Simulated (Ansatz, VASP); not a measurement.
## One calculation of Pt5Se12, two programs

```xyz
17
Lattice="3.7607 0.0000 0.0000 0.0000 8.1290 0.0000 0.0000 0.0000 26.1246" Properties=species:S:1:pos:R:3 pbc="T T T"
Se    0.0000    2.4983    7.5000
Se    1.8804    0.1115    8.8822
Se    1.8804    5.1080    9.4485
Se    0.0000    2.7212   10.8307
Se    0.0000    7.7177   11.3970
Se    1.8804    5.3309   12.7792
Se    1.8804    2.1985   13.3454
Se    0.0000    7.9407   14.7276
Se    0.0000    4.8082   15.2939
Se    1.8804    2.4214   16.6761
Se    1.8804    7.4179   17.2424
Se    0.0000    5.0311   18.6246
Pt    1.8804    2.6097    9.1653
Pt    0.0000    5.2195   11.1138
Pt    1.8804    7.8292   13.0623
Pt    0.0000    2.3099   15.0108
Pt    1.8804    4.9197   16.9593
```

Alike in both runs: task single point; functional PBEsol; k mesh 9 × 5 × 1; occupations gaussian, width 0.1 eV; no spin polarisation.

```csv
,VASP,Ansatz
version,VASP 6.6.1,Ansatz 0.2.0
potentials or method,"VASP PAW PBE potentials, release 64 (Se, Pt), cutoff 520 eV","scalar-relativistic, plane waves, PAW"
valence electrons in the cell,122,282
```

```tsv
	VASP	Ansatz	Ansatz less VASP
gap on the k mesh at the Fermi level (eV)	none	none	-
rms of the force components (eV/Å)	0.258	0.258	-0.0005
work function, face that differs most (eV)	5.59	5.59	+0.001
```

VASP's potentials were made for PBE, not for PBEsol. A gap of «none» marks a metal or a gap that the smearing closes. With one functional, cell and mesh, what is left measures potentials, basis and numerics. VASP's potentials hold 122 valence electrons a cell and Ansatz's 282, so a difference there can come from the potentials and not from the codes. Ansatz's warnings: xc potential rough in thin density.

Neither program's run includes spin-orbit coupling.
